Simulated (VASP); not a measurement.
# Si8BO16 (a cell with a defect) in VASP: further runs

Runs on Si8BO16 (a cell with a defect). Level: LDA. Tasks: single point.

All numbers are computed with VASP 6.6.1; they aren't measurements. Logs are shortened: lines on timing, memory, paths and dates and some standing lists are left out, and cuts for length are marked.

### Step 1. The cell of the first run

The cell holds a defect, 25 atoms: a = 7.041 Å, b = 7.041 Å, c = 6.950 Å, α = 90.00°, β = 90.00°, γ = 90.00°.

### Step 2. Single point, LDA, collinear spin, ferromagnetic start

INCAR reads:

```
PREC     = Accurate       # precision mode
ENCUT    = 520            # plane-wave cutoff, eV
EDIFF    = 1E-6           # SCF threshold, eV
ISMEAR   = -1             # smearing method
SIGMA    = 0.02           # smearing width, eV
LREAL    = Auto         
LASPH    = T              # aspherical terms in the spheres
NELM     = 150            # most SCF steps
ALGO     = Normal         # electronic algorithm
ISIF     = 2              # what is computed and relaxed
LWAVE    = F              # write WAVECAR
LCHARG   = F              # write CHGCAR
ISPIN    = 2              # spin polarisation
MAGMOM   = 0 0 0 0 0 0 0 0 0 0 0 0 0 0 0 0 0 0 0 0 0 0 0 0 1 # initial moments
LORBIT   = 11             # projections on sites
NBANDS   = 88             # bands
```

KPOINTS reads:

```
Automatic mesh
0
Gamma
  1 1 1
```

POSCAR reads:

```
Si8BO16
1.0
   -4.9790000000     -4.9790000000      0.0000000000
    4.9790000000     -4.9790000000      0.0000000000
    0.0000000000      0.0000000000      6.9500000000
Si O B
8 16 1
Direct
    0.1673629243      0.5104840329     -0.0591223022
    0.0272544688      0.2407511549      0.2172086331
    0.7287306688      0.5807491464      0.5362302158
   -0.0252962442      0.8703655352      0.7622158273
    0.7389234786     -0.0054227757      0.0131366906
    0.5082044587      0.6971379795      0.2085467626
    0.2745832496     -0.0044687688      0.4278705036
    0.4484032938      0.2521992368      0.7122014388
    0.3346655955      0.5384414541      0.0794820144
    0.9356698132      0.4527816831      0.5311942446
    0.5853183370      0.4344446676      0.6346906475
    0.0787607953      0.7023599116      0.8734820144
    0.8057240410      0.7804780076      0.6252517986
    0.6958224543      0.6331994376      0.3082733813
    0.0003816027      0.3783088974      0.0435971223
    0.2776059450      0.3770837518      0.8013381295
    0.8196525407      0.0896264310      0.2035683453
    0.3965454911      0.8179353284      0.3786474820
    0.1714099217      0.9374271942      0.6269064748
    0.5849568186      0.1490660775      0.9089064748
    0.4051516369      0.1490560353      0.5001007194
    0.1795240008      0.0830186784      0.2335971223
    0.6152138984      0.7965153645      0.0349064748
    0.9147519582      1.0339526009      0.8870071942
    0.0964651536      0.4100421771      0.4523309353
```

Potentials or basis: VASP PAW LDA potentials, release 64 (Si, O, B).

Run with:

```console
cat potpaw_LDA.64/Si/POTCAR potpaw_LDA.64/O/POTCAR potpaw_LDA.64/B/POTCAR > POTCAR
mpirun -np 1 vasp_gam > vasp.out
```

OUTCAR:

```text
PREC = Accurate
   ENCUT = 520
   EDIFF = 1E-6
   ISMEAR = -1
   LREAL = Auto
   LASPH = T
   NELM = 150
   ISIF = 2
   ISPIN = 2
   LORBIT = 11

 ion  position               nearest neighbor table
   1  0.167  0.510  0.941-   9 1.53  16 1.56  12 1.56  15 1.66   2 2.88   8 3.12   4 3.13
   2  0.027  0.241  0.217-  22 1.55  15 1.56  17 1.81  25 2.08   7 2.86   1 2.88   5 3.02
   3  0.729  0.581  0.536-  11 1.60  13 1.63  14 1.64  10 1.71   6 2.88   4 3.10
   4  0.975  0.870  0.762-  24 1.50  12 1.59  13 1.65  19 1.74   5 2.56   3 3.10   1 3.13
   5  0.739  0.995  0.013-  24 1.54  17 1.59  23 1.65  20 1.70   4 2.56   6 2.98   2 3.02
   6  0.508  0.697  0.209-  14 1.56  23 1.59  18 1.66   9 1.88   3 2.88   5 2.98   7 3.07
   7  0.275  0.996  0.428-  21 1.51  18 1.56  19 1.62  22 1.63   2 2.86   8 2.94   6 3.07
   8  0.448  0.252  0.712-  16 1.61  21 1.67  11 1.69  20 1.82   7 2.94   1 3.12
   9  0.335  0.538  0.079-   1 1.53   6 1.88
  10  0.936  0.453  0.531-  25 1.29   3 1.71
  11  0.585  0.434  0.635-   3 1.60   8 1.69
  12  0.079  0.702  0.873-   1 1.56   4 1.59
  13  0.806  0.780  0.625-   3 1.63   4 1.65
  14  0.696  0.633  0.308-   6 1.56   3 1.64
[... 9 lines left out ...]
  24  0.915  0.034  0.887-   4 1.50   5 1.54
  25  0.096  0.410  0.452-  10 1.29   2 2.08

  LATTYP: Found a simple tetragonal cell.
 ALAT       =     7.0413693271
 C/A-ratio  =     0.9870239263

  Lattice vectors:

 A1 = (  -4.9790000000,  -4.9790000000,   0.0000000000)
 A2 = (   4.9790000000,  -4.9790000000,   0.0000000000)
 A3 = (   0.0000000000,   0.0000000000,   6.9500000000)

Analysis of symmetry for initial positions (statically):
=====================================================================
 Subroutine PRICEL returns:
 Original cell was already a primitive cell.

 Routine SETGRP: Setting up the symmetry group for a
 simple tetragonal supercell.

 Subroutine GETGRP returns: Found  1 space group operations
 (whereof  1 operations were pure point group operations)
 out of a pool of 16 trial point group operations.

The static configuration has the point symmetry C_1 .

Analysis of symmetry for dynamics (positions and initial velocities):
=====================================================================
 Subroutine PRICEL returns:
 Original cell was already a primitive cell.

 Routine SETGRP: Setting up the symmetry group for a
 simple tetragonal supercell.

 Subroutine GETGRP returns: Found  1 space group operations
 (whereof  1 operations were pure point group operations)
 out of a pool of 16 trial point group operations.

The dynamic configuration has the point symmetry C_1 .

Analysis of structural, dynamic, and magnetic symmetry:
=====================================================================
 Subroutine PRICEL returns:
 Original cell was already a primitive cell.

 Routine SETGRP: Setting up the symmetry group for a
 simple tetragonal supercell.

 Subroutine GETGRP returns: Found  1 space group operations
 (whereof  1 operations were pure point group operations)
 out of a pool of 16 trial point group operations.

The overall configuration has the point symmetry C_1 .

 Subroutine INISYM returns: Found  1 space group operations
 (whereof  1 operations are pure point group operations),
 and found     1 'primitive' translations

----------------------------------------------------------------------------------------

                                     Primitive cell

  volume of cell :     344.5871

  direct lattice vectors                    reciprocal lattice vectors
    -4.979000000 -4.979000000  0.000000000    -0.100421771 -0.100421771  0.000000000
     4.979000000 -4.979000000  0.000000000     0.100421771 -0.100421771  0.000000000
     0.000000000  0.000000000  6.950000000     0.000000000  0.000000000  0.143884892

  length of vectors
     7.041369327  7.041369327  6.950000000     0.142017831  0.142017831  0.143884892

  position of ions in fractional coordinates (direct lattice)
     0.167362924  0.510484033  0.940877698
     0.027254469  0.240751155  0.217208633
     0.728730669  0.580749146  0.536230216
     0.974703756  0.870365535  0.762215827
     0.738923479  0.994577224  0.013136691
     0.508204459  0.697137979  0.208546763
[... 17 lines left out ...]
     0.914751958  0.033952601  0.887007194
     0.096465154  0.410042177  0.452330935

  ion indices of the primitive-cell ions
   primitive index   ion index
                 1           1
                 2           2
                 3           3
                 4           4
                 5           5
                 6           6
[... 17 lines left out ...]
                24          24
                25          25

----------------------------------------------------------------------------------------

 KPOINTS: Automatic mesh

Automatic generation of k-mesh.
 Grid dimensions read from file:
 generate k-points for:    1    1    1

 Generating k-lattice:

[... 56 lines left out ...]
     AMIX     =   0.40;   BMIX     =  1.00
     AMIX_MAG =   1.60;   BMIX_MAG =  1.00
  volume/ion in A,a.u.               =      13.78        93.02
  Fermi-wavevector in a.u.,A,eV,Ry     =   1.185948  2.241116 19.136216  1.406472
  Thomas-Fermi vector in A             =   2.322131
   LORBIT       =     11    0 simple, 1 ext, 2 COOP (PROOUT), +10 PAW based schemes
   GGA     = CA    functional components
   LHFCALC =     F    Hartree Fock is set to
   AEXX    =    0.0000 exact exchange contribution
   IVDW    =     0    specifies the selected vdW correction
   LEPSILON=     F    determine dielectric tensor
   LRPA    =     F    only Hartree local field effects (RPA)
 spin polarized calculation
  energy-cutoff  :      520.00
  volume of cell :      344.59
 maximum number of plane-waves:      4633
 NGX is ok and might be reduce to    54
   NGX = 27   NGY = 27   NGZ = 25

 number of electron     131.0000009 magnetization       1.0000000

 Free energy of the ion-electron system (eV)
  ---------------------------------------------------
  ext. energy  EPLUGINS =         0.00000000
  ---------------------------------------------------
  free energy    TOTEN  =      -203.21477841 eV

  energy without entropy =     -203.21477841  energy(sigma->0) =     -203.21477841

 E-fermi :   4.5411     XC(G=0):  -9.2469

 val. band max:        4.0989951636   @ k =   0.0000   0.0000   0.0000
 cond. band min:       4.9841729835   @ k =   0.0000   0.0000   0.0000
 fundamental gap:      0.8851778200
 Fermi energy:         4.5411118478

 spin component 1

 k-point     1 :       0.0000    0.0000    0.0000
  band No.  band energies     occupation
      1     -19.8473      1.00000
      2     -19.0680      1.00000
      3     -18.6642      1.00000
      4     -18.4993      1.00000
      5     -18.2325      1.00000
      6     -17.9451      1.00000
[... 69 lines left out ...]
     76       8.7065      0.00000
     77       8.9253      0.00000
 Fermi energy:         4.5411118478

 spin component 2

 k-point     1 :       0.0000    0.0000    0.0000
  band No.  band energies     occupation
      1     -19.8457      1.00000
      2     -19.0543      1.00000
      3     -18.6501      1.00000
      4     -18.4770      1.00000
      5     -18.1848      1.00000
      6     -17.9173      1.00000
[... 69 lines left out ...]
     76       8.7374      0.00000
     77       8.9563      0.00000
 [bands above 77 left out]

------------------------ aborting loop because EDIFF is reached ----------------------------------------

  FORCE on cell =-STRESS in cart. coord.  units (eV):
  Direction    XX          YY          ZZ          XY          YZ          ZX
  --------------------------------------------------------------------------------------
  -------------------------------------------------------------------------------------
  Total       17.4049028    -10.8533833      7.9171811     -2.1838123      2.7078175     10.8184227
  in kB       80.9250789    -50.4634191     36.8113810    -10.1537586     12.5901503     50.3008674
  external PRESSURE =      22.4243469 kB  Pullay stress =       0.0000000 kB

 VOLUME and BASIS-vectors are now :
 -----------------------------------------------------------------------------
  energy-cutoff  :      520.00
  volume of cell :      344.59
      direct lattice vectors                 reciprocal lattice vectors
    -4.979000000 -4.979000000  0.000000000    -0.100421771 -0.100421771  0.000000000
     4.979000000 -4.979000000  0.000000000     0.100421771 -0.100421771  0.000000000
     0.000000000  0.000000000  6.950000000     0.000000000  0.000000000  0.143884892

 POSITION                                       TOTAL-FORCE (eV/Angst)
 -----------------------------------------------------------------------------------
      1.70840     -3.37500      6.53910         0.349377      2.122684      1.010579
      1.06300     -1.33440      1.50960         2.174888      2.880448      2.019831
     -0.73680     -6.51990      3.72680        -2.579126     -0.460265     -0.118047
     -0.51950     -9.18660      5.29740        -5.924663     -0.683478     -6.419593
      1.27290     -8.63110      0.09130         6.286674      2.056910      2.019071
      0.94070     -6.00140      1.44940         2.451680      4.117990     -1.572562
[... 17 lines left out ...]
     -4.38550     -4.72360      6.16470        -0.085306     -2.266271     -0.926259
      1.56130     -2.52190      3.14370         0.120048      0.919812     -1.257261
 -----------------------------------------------------------------------------------
    total drift:                                0.004620     -0.004924     -0.009076

  FREE ENERGIE OF THE ION-ELECTRON SYSTEM (eV)
  ---------------------------------------------------
  free  energy   TOTEN  =      -203.2147784125 eV

  energy  without entropy=     -203.2147784123  energy(sigma->0) =     -203.21477841

 total charge

# of ion       s       p       d       tot
------------------------------------------
    1        0.672   1.101   0.000   1.773
    2        0.714   1.004   0.000   1.717
    3        0.637   0.960   0.000   1.597
    4        0.668   1.049   0.000   1.717
    5        0.669   1.036   0.000   1.705
    6        0.647   0.961   0.000   1.609
[... 17 lines left out ...]
   24        1.584   3.744   0.000   5.328
   25        0.772   1.135   0.000   1.907
--------------------------------------------------
tot         30.824  67.860   0.000  98.685

 magnetization (x)

# of ion       s       p       d       tot
------------------------------------------
    1       -0.000   0.002   0.000   0.002
    2        0.042   0.053   0.000   0.095
    3        0.000   0.001   0.000   0.001
    4        0.000   0.000   0.000   0.000
    5        0.001   0.002   0.000   0.003
    6        0.001   0.000   0.000   0.002
[... 17 lines left out ...]
   24       -0.000  -0.000   0.000  -0.000
   25        0.076   0.206   0.000   0.282
--------------------------------------------------
tot          0.133   0.408   0.000   0.540
```

Wall time 41 s (1 thread of AMD EPYC 9R45 (Zen 5), shared host); peak memory 0.29 GiB.

Results:

```
Free energy                                           : -203.2148 eV
Pressure                                              : 2.2 GPa
Largest force                                         : 8.762 eV/Å
Band gap on the k mesh                                : 0.89 eV
Net moment                                            : 1.00 μB per cell
Site moments                                          : Si +0.00, +0.10, -0.00; O +0.00, +0.08, +0.01, +0.02, -0.00; B +0.28 μB
Valence electrons inside the program's atomic spheres : Si 1.77, 1.72, 1.60, 1.71, 1.61, 1.81, 1.48; O 5.15, 5.22, 5.18, 5.28, 5.23, 5.27, 5.14, 5.16, 5.06, 5.26, 5.25, 5.21, 5.33; B 1.91
```

Forces in eV/Å, atoms in the order of the input:
```
Si   0.349  2.123  1.011
Si   2.175  2.880  2.020
Si  -2.579 -0.460 -0.118
Si  -5.925 -0.683 -6.420
Si   6.287  2.057  2.019
Si   2.452  4.118 -1.573
Si   1.053  3.333 -0.473
Si  -1.320 -2.675  1.106
O   -1.111 -6.311  5.450
O    2.264  0.047  1.320
O    0.082 -0.258  0.056
O    0.929  0.402  0.120
O    0.391 -0.031  1.044
O   -2.321  1.054  2.699
O    0.868 -1.624 -2.317
O   -2.196  1.771 -2.882
O    0.152 -1.622  1.728
O   -3.263  0.874 -2.546
O    2.322  2.719  0.748
O    1.795  1.230 -2.821
O    0.401 -6.054  3.909
O   -3.754  0.660 -0.051
O    0.915 -2.202 -1.845
O   -0.085 -2.266 -0.926
B    0.120  0.920 -1.257
```

Stress tensor (GPa, compression positive):
```
 8.09 -1.02  5.03
-1.02 -5.05  1.26
 5.03  1.26  3.68
```

Caveat: the k points lie up to 0.90 Å⁻¹ apart.

### Step 3. Single point, LDA, collinear spin, ferromagnetic start

INCAR reads:

```
SYSTEM = Si8BO16
PREC = Accurate ; ENCUT = 520
EDIFF = 1E-6 ; ISMEAR = -1
SIGMA = 0.02 ; LREAL = Auto
LASPH = .True. ; NELM = 150
ALGO = Normal ; ISIF = 2
LWAVE = .False. ; LCHARG = .False.
ISPIN = 2 ; MAGMOM = 0 0 0 0 0 0 0 0 0 0 0 0 0 0 0 0 0 0 0 0 0 0 0 0 1
LORBIT = 11 ; NBANDS = 88
```

KPOINTS reads:

```
Automatic mesh
0
Gamma
  1 1 1
  0 0 0
```

POSCAR reads:

```
Si8BO16
1.0
   -4.9790000000     -4.9790000000      0.0000000000
    4.9790000000     -4.9790000000      0.0000000000
    0.0000000000      0.0000000000      6.9500000000
Si O B
8 16 1
Direct
    0.1683068889      0.4787507532     -0.1161151079
    0.0159771038      0.1994677646      0.1936690647
    0.7272845953      0.5637979514      0.4730791367
   -0.0710082346      0.8220024101      0.7420143885
    0.6490359510      0.0350773248      0.0009640288
    0.4594597309      0.6785197831      0.2015539568
    0.2627435228     -0.0221128741      0.4457410072
    0.4699638482      0.2941052420      0.6870071942
    0.3099819241      0.5600723037      0.0352230216
    0.9163687487      0.4506728259      0.4151654676
    0.6309600321      0.4161176943      0.5931510791
   -0.0101024302      0.6451897971      0.8503884892
    0.7542377988      0.7532938341      0.5744172662
    0.6462341836      0.5605944969      0.2648920863
    0.0821249247      0.2716208074     -0.0179280576
    0.2683972685      0.4241112673      0.6825035971
    0.8005422776      0.1426993372      0.1819136691
    0.3689295039      0.7255272143      0.4186618705
    0.0998594095      0.9118698534      0.6202158273
    0.5527314722      0.2092488451      0.8904892086
    0.4074713798      0.1069491866      0.5558848921
    0.2258184374      0.0594798152      0.2475683453
    0.5126732276      0.8807993573      0.1101582734
    0.7753263708      0.9530126531      0.8504316547
    0.0193814019      0.3036754368      0.4523309353
```

Potentials or basis: VASP PAW LDA potentials, release 64 (Si, O, B).

Run with:

```console
cat potpaw_LDA.64/Si/POTCAR potpaw_LDA.64/O/POTCAR potpaw_LDA.64/B/POTCAR > POTCAR
mpirun -np 1 vasp_gam > vasp.out
```

It took 41 s on 1 thread of AMD EPYC 9R45 (Zen 5), shared host; peak memory 0.29 GiB.

It converged, with:

```
Free energy                                           : -203.8990 eV
Pressure                                              : 1.6 GPa
Largest force                                         : 7.045 eV/Å
Band gap on the k mesh                                : 0.90 eV
Net moment                                            : 1.00 μB per cell
Site moments                                          : Si -0.00, +0.09, +0.01, +0.00; O +0.00, +0.09, +0.03, +0.01; B +0.30 μB
Valence electrons inside the program's atomic spheres : Si 1.60, 1.68, 1.92, 1.59, 1.63, 1.61; O 5.18, 5.29, 5.35, 5.22, 5.21, 5.26, 5.15, 5.16, 5.13, 5.03, 5.23, 5.32; B 1.98
```

Forces in eV/Å, atoms in the order of the input:
```
Si   1.614  2.769  0.675
Si  -3.167 -1.840  0.067
Si  -0.619 -1.784 -1.795
Si   3.352  0.684 -4.940
Si   2.633 -1.062  5.393
Si   1.391  1.906  0.358
Si  -3.737  3.775  4.628
Si  -0.410  2.645 -0.265
O   -0.641 -3.682  3.121
O   -0.028 -2.182  0.993
O   -0.518  4.165  3.217
O   -5.287  1.334  2.336
O    0.300 -3.643  2.027
O    1.769  1.054 -3.636
O    1.381 -2.141 -1.184
O   -1.302 -0.399  0.936
O    0.465  3.915 -2.078
O    2.914 -1.078 -1.678
O   -0.081 -1.016 -1.119
O    1.948  0.370 -0.367
O   -0.016 -2.520  1.487
O    2.671  1.681 -4.044
O   -0.112 -1.592 -1.452
O   -4.462 -1.448 -2.470
B   -0.061  0.086 -0.211
```

Stress tensor (GPa, compression positive):
```
 2.38 -0.88  2.59
-0.88 -0.70  2.20
 2.59  2.20  3.25
```

Levels at points of the mesh, in eV from the valence-band top:
Spin up:
| k point | band 64 | band 65 | band 66 | band 67 | band 68 | band 69 |
| --- | --- | --- | --- | --- | --- | --- |
| (0.00, 0.00, 0.00) | -3.81 | -3.22 | 0.00 | 1.20 | 1.41 | 3.19 |
Spin down:
```tsv
k point	band 63	band 64	band 65	band 66	band 67	band 68
(0.00, 0.00, 0.00)	-3.94	-3.78	-2.91	0.90	1.32	1.71
```

Caveat: the k points lie up to 0.90 Å⁻¹ apart.
